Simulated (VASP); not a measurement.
# KI in VASP: settings compared, part 2 of 2

VASP 6.6.1.

## 3. Single point, PBE (shear xy strain +4.7%)

Input file INCAR:

```
PREC = Accurate
ENCUT = 520
EDIFF = 1E-6
ISMEAR = -1
SIGMA = 0.02
LREAL = False
LASPH = True
NELM = 100
ALGO = Normal
ISIF = 2
LWAVE = False
LCHARG = False
GGA = PE
NBANDS = 15
```

Input file KPOINTS:

```
Automatic mesh
0
Gamma
  6 6 6
```

Input file POSCAR:

```
KI
1.0
    0.0834679123      3.5442850250      3.5442850250
    3.5442850250      0.0834679123      3.5442850250
    3.6277529373      3.6277529373      0.0000000000
K I
1 1
Direct
    0.0000000000      0.0000000000      0.0000000000
    0.5000000000      0.5000000000      0.5000000000
```

Potentials or basis: VASP PAW PBE potentials, release 64 (K_sv, I).

Run with:

```
$ cat potpaw_PBE.64/K_sv/POTCAR potpaw_PBE.64/I/POTCAR > POTCAR
$ mpirun -np 1 vasp_std > vasp.out
```

OUTCAR:

```text
PREC = Accurate
   ENCUT = 520
   EDIFF = 1E-6
   ISMEAR = -1
   LREAL = False
   LASPH = True
   NELM = 100
   ISIF = 2
   GGA = PE

 ion  position               nearest neighbor table
   1  0.000  0.000  0.000-   2 3.54   2 3.54   2 3.55   2 3.55   2 3.55   2 3.55
   2  0.500  0.500  0.500-   1 3.54   1 3.54   1 3.55   1 3.55   1 3.55   1 3.55

  LATTYP: Found a body centered orthorhombic cell.
 ALAT       =     4.8943344977
 B/A-ratio  =     1.0482359568
 C/A-ratio  =     1.4483215345

  Lattice vectors:

 A1 = (   3.5442850250,   0.0834679123,  -3.5442850250)
 A2 = (  -3.5442850250,  -0.0834679123,  -3.5442850250)
 A3 = (   0.0834679123,   3.5442850250,   3.5442850250)

Analysis of symmetry for initial positions (statically):
=====================================================================
 Subroutine PRICEL returns:
 Original cell was already a primitive cell.

 Routine SETGRP: Setting up the symmetry group for a
 body centered orthorhombic supercell.

 Subroutine GETGRP returns: Found  8 space group operations
 (whereof  8 operations were pure point group operations)
[... 178 lines left out ...]
      6      -0.5170      2.00000
      7      -0.4633      2.00000
      8      -0.3969      2.00000
      9       3.4735      0.00000
     10       5.8704      0.00000
     11       6.0456      0.00000
     12       6.2144      0.00000
     13       6.7492      0.00000
     14       6.7625      0.00000
[... 401 lines left out ...]
      2     -12.5290      2.00000
      3     -12.4935      2.00000
      4     -12.4869      2.00000
      5     -10.7780      2.00000
      6      -1.4218      2.00000
      7      -1.0196      2.00000
      8      -0.7281      2.00000
      9       4.8830      0.00000
     10       5.6881      0.00000
     11       7.2515      0.00000
     12       7.7531      0.00000
     13       8.4045      0.00000
     14       8.8454      0.00000
     15       9.2689      0.00000

 [... further k-points ...]

------------------------ aborting loop because EDIFF is reached ----------------------------------------

  FORCE on cell =-STRESS in cart. coord.  units (eV):
  Direction    XX          YY          ZZ          XY          YZ          ZX
  --------------------------------------------------------------------------------------
  -------------------------------------------------------------------------------------
  Total        0.2748412      0.2748412      0.2685537     -0.0948295      0.0000000      0.0000000
  in kB        4.9478606      4.9478606      4.8346681     -1.7071790      0.0000000      0.0000000
  external PRESSURE =       4.9101298 kB  Pullay stress =       0.0000000 kB

 VOLUME and BASIS-vectors are now :
 -----------------------------------------------------------------------------
  energy-cutoff  :      520.00
  volume of cell :       89.00
      direct lattice vectors                 reciprocal lattice vectors
     0.083467912  3.544285025  3.544285025    -0.144474551  0.144474551  0.141072176
     3.544285025  0.083467912  3.544285025     0.144474551 -0.144474551  0.141072176
     3.627752937  3.627752937  0.000000000     0.137826365  0.137826365 -0.141072176

 POSITION                                       TOTAL-FORCE (eV/Angst)
 -----------------------------------------------------------------------------------
      0.00000      0.00000      0.00000        -0.000000      0.000000      0.000000
      3.62775      3.62775      3.54429         0.000000     -0.000000     -0.000000
 -----------------------------------------------------------------------------------
    total drift:                                0.000000     -0.000000     -0.000000

  FREE ENERGIE OF THE ION-ELECTRON SYSTEM (eV)
  ---------------------------------------------------
  free  energy   TOTEN  =        -5.5570436483 eV

  energy  without entropy=       -5.5570436483  energy(sigma->0) =       -5.55704365
```

OSZICAR:

```text
N       E                     dE             d eps       ncg     rms          rms(c)
DAV:   1     0.890070684241E+02    0.89007E+02   -0.64937E+03  1380   0.902E+02
DAV:   2    -0.227336549056E-01   -0.89030E+02   -0.83255E+02  1765   0.211E+02
DAV:   3    -0.539220201940E+01   -0.53695E+01   -0.53483E+01  1956   0.453E+01
DAV:   4    -0.563833023181E+01   -0.24613E+00   -0.24607E+00  2238   0.859E+00
DAV:   5    -0.563997530348E+01   -0.16451E-02   -0.16450E-02  1980   0.768E-01    0.299E+00
DAV:   6    -0.555544503021E+01    0.84530E-01   -0.95303E-02  1821   0.178E+00    0.214E+00
DAV:   7    -0.555112875580E+01    0.43163E-02   -0.11421E-01  1891   0.169E+00    0.784E-01
DAV:   8    -0.555639769317E+01   -0.52689E-02   -0.12194E-02  1507   0.710E-01    0.131E-01
DAV:   9    -0.555687869706E+01   -0.48100E-03   -0.97285E-04  1912   0.181E-01    0.776E-02
DAV:  10    -0.555699537584E+01   -0.11668E-03   -0.12112E-04  1730   0.598E-02    0.213E-02
DAV:  11    -0.555704380149E+01   -0.48426E-04   -0.63983E-05  1618   0.466E-02    0.192E-02
DAV:  12    -0.555704364832E+01    0.15317E-06   -0.27752E-06  1911   0.128E-02
   1 F= -.55570436E+01 E0= -.55570436E+01  d E =-.622809E-13
```

Wall time 48 s (1 thread of Intel Xeon Platinum 8259CL at 2.50GHz (Skylake/Cascade Lake), shared host); peak memory 0.26 GiB.

Results:

```yaml
Free_energy: -5.5570 eV
Pressure: 0.5 GPa
Band_gap_on_the_k_mesh: 3.87 eV, direct
```

Caveat: the cell differs from its parent crystal (shear xy strain +4.7%); spin-orbit coupling is left out, which moves the levels of the heavy elements.

## 4. Single point, r2SCAN (uniaxial x strain +4.9%)

Input file POSCAR:

```
KI
1.0
    0.0000000000      3.5442850250      3.5442850250
    3.7176005627      0.0000000000      3.5442850250
    3.7176005627      3.5442850250      0.0000000000
K I
1 1
Direct
    0.0000000000      0.0000000000      0.0000000000
    0.5000000000      0.5000000000      0.5000000000
```

Input file INCAR.step1:

```
SYSTEM = KI
PREC = Accurate ; ENCUT = 520
ISMEAR = 0 ; SIGMA = 0.01
LREAL = .False. ; LASPH = .True.
NELM = 60 ; NBANDS = 15
GGA = PE ; ALGO = Normal
EDIFF = 1E-4 ; LWAVE = .True.
LCHARG = .False.
```

Input file INCAR.step2:

```
SYSTEM = KI
PREC = Accurate ; ENCUT = 520
EDIFF = 1E-6 ; ISMEAR = 0
SIGMA = 0.01 ; LREAL = .False.
LASPH = .True. ; NELM = 60
ALGO = Normal ; ISIF = 2
LWAVE = .False. ; LCHARG = .True.
METAGGA = R2SCAN ; LMIXTAU = .True.
LELF = .True. ; LVHAR = .True.
NBANDS = 15 ; ISTART = 1
```

Input file KPOINTS:

```
Automatic mesh
0
Gamma
  6 6 6
  0 0 0
```

Run with:

```
$ cat potpaw_PBE.64/K_sv/POTCAR potpaw_PBE.64/I/POTCAR > POTCAR
$ cp INCAR.step1 INCAR
$ mpirun -np 1 vasp_std > vasp.out
$ cp INCAR.step2 INCAR
$ mpirun -np 1 vasp_std > vasp.out
```

Wall time 2.7 min (1 thread of Intel Xeon Platinum 8259CL at 2.50GHz (Skylake/Cascade Lake), shared host); peak memory 0.27 GiB.

Results (log left out):

- Free energy: -33.9692 eV
- Pressure: -0.4 GPa
- Band gap on the k mesh: 4.46 eV, direct

Stress tensor (GPa, compression positive):
```
-1.05  0.00  0.00
 0.00 -0.13  0.00
 0.00  0.00 -0.13
```

Levels at points of the mesh, in eV from the valence-band top:
```tsv
k point	band 4	band 5	band 6	band 7	band 8	band 9	band 10	band 11	band 12	band 13
(0.00, 0.00, 0.00)	-12.47	-10.73	-0.01	0.00	0.00	4.46	6.89	7.17	7.17	7.80
(0.50, 0.00, 0.00)	-12.47	-10.50	-1.20	-0.30	-0.29	5.95	8.14	8.49	8.83	9.32
(0.50, 0.50, 0.00)	-12.48	-10.60	-0.92	-0.40	-0.33	5.45	6.37	8.81	9.20	9.39
(0.00, 0.50, 0.50)	-12.48	-10.61	-0.95	-0.30	-0.30	5.49	6.37	8.71	9.00	9.36
```

Caveat: the cell differs from its parent crystal (uniaxial x strain +4.9%); the PAW data sets were made with another functional, which shifts forces and pressure a little; spin-orbit coupling is left out, which moves the levels of the heavy elements.

## 5. Single point, r2SCAN (shear xy strain +4.7%)

Input file POSCAR:

```
KI
1.0
    0.0834679123      3.5442850250      3.5442850250
    3.5442850250      0.0834679123      3.5442850250
    3.6277529373      3.6277529373      0.0000000000
K I
1 1
Direct
    0.0000000000      0.0000000000      0.0000000000
    0.5000000000      0.5000000000      0.5000000000
```

Input file INCAR.step1:

```
SYSTEM = KI
  PREC = Accurate
  ENCUT = 520
  ISMEAR = 0
  SIGMA = 0.01
  LREAL = .FALSE.
  LASPH = .TRUE.
  NELM = 100
  NBANDS = 15
  GGA = PE
  ALGO = Normal
  EDIFF = 1E-4
  LWAVE = .TRUE.
  LCHARG = .FALSE.
```

Input file INCAR.step2:

```
SYSTEM = KI
  PREC = Accurate
  ENCUT = 520
  EDIFF = 1E-6
  ISMEAR = 0
  SIGMA = 0.01
  LREAL = .FALSE.
  LASPH = .TRUE.
  NELM = 100
  ALGO = Normal
  ISIF = 2
  LWAVE = .FALSE.
  LCHARG = .TRUE.
  METAGGA = R2SCAN
  LMIXTAU = .TRUE.
  LELF = .TRUE.
  LVHAR = .TRUE.
  NBANDS = 15
  ISTART = 1
```

Input file KPOINTS:

```
regular mesh
0
G
  6 6 6
  0 0 0
```

Run with:

```
$ cat potpaw_PBE.64/K_sv/POTCAR potpaw_PBE.64/I/POTCAR > POTCAR
$ cp INCAR.step1 INCAR
$ mpirun -np 1 vasp_std > vasp.out
$ cp INCAR.step2 INCAR
$ mpirun -np 1 vasp_std > vasp.out
```

Wall time 3.7 min (1 thread of Intel Xeon Platinum 8259CL at 2.50GHz (Skylake/Cascade Lake), shared host); peak memory 0.28 GiB.

Results (log left out):

```yaml
Free_energy: -33.9819 eV
Pressure: 0.0 GPa
Band_gap_on_the_k_mesh: 4.51 eV, direct
```

Stress tensor (GPa, compression positive):
```
 0.02 -0.19  0.00
-0.19  0.02  0.00
 0.00  0.00  0.01
```

Levels at points of the mesh, in eV from the valence-band top:
| k point | band 4 | band 5 | band 6 | band 7 | band 8 | band 9 | band 10 | band 11 | band 12 | band 13 |
| --- | --- | --- | --- | --- | --- | --- | --- | --- | --- | --- |
| (0.00, 0.00, 0.00) | -12.46 | -10.86 | -0.12 | -0.07 | 0.00 | 4.51 | 6.81 | 6.99 | 7.17 | 7.83 |
| (0.50, 0.00, 0.00) | -12.46 | -10.58 | -1.36 | -0.46 | -0.40 | 5.91 | 8.28 | 8.50 | 8.72 | 9.27 |
| (0.50, 0.50, 0.00) | -12.48 | -10.71 | -1.07 | -0.52 | -0.34 | 5.31 | 6.42 | 8.77 | 9.33 | 9.44 |
| (0.00, 0.00, 0.50) | -12.46 | -10.59 | -1.37 | -0.39 | -0.31 | 5.98 | 8.15 | 8.65 | 8.87 | 9.20 |
| (0.50, 0.00, 0.50) | -12.48 | -10.71 | -1.07 | -0.44 | -0.43 | 5.32 | 6.40 | 8.74 | 9.31 | 9.42 |

Caveat: the cell differs from its parent crystal (shear xy strain +4.7%); the PAW data sets were made with another functional, which shifts forces and pressure a little; spin-orbit coupling is left out, which moves the levels of the heavy elements.

## 6. Summary

| level | cell | smearing | gap on the mesh (eV) | pressure (GPa) |
| --- | --- | --- | --- | --- |
| PBE | a = 5.012, b = 5.136, c = 5.136 Å, angles 58.4, 60.8, 60.8°, 2 atoms | fermi-dirac 0.02 eV | 3.83 | 0.0 |
| PBE | a = 5.013, b = 5.013, c = 5.130 Å, angles 59.2, 59.2, 58.4°, 2 atoms | fermi-dirac 0.02 eV | 3.87 | 0.5 |
| r2SCAN | a = 5.012, b = 5.136, c = 5.136 Å, angles 58.4, 60.8, 60.8°, 2 atoms | gaussian 0.01 eV | 4.46 | -0.4 |
| r2SCAN | a = 5.013, b = 5.013, c = 5.130 Å, angles 59.2, 59.2, 58.4°, 2 atoms | gaussian 0.01 eV | 4.51 | 0.0 |

Alike in all rows: task single point; potentials or basis VASP PAW PBE potentials, release 64 (K_sv, I); no spin polarisation; k mesh 6 × 6 × 6; cutoff (eV) 520.

Caveats: spin-orbit coupling is left out, which moves the levels of the heavy elements; the PAW data sets were made with another functional, which shifts forces and pressure a little (some runs).

Total energies depend on the potentials used, so only differences within one code and one set of settings carry meaning.
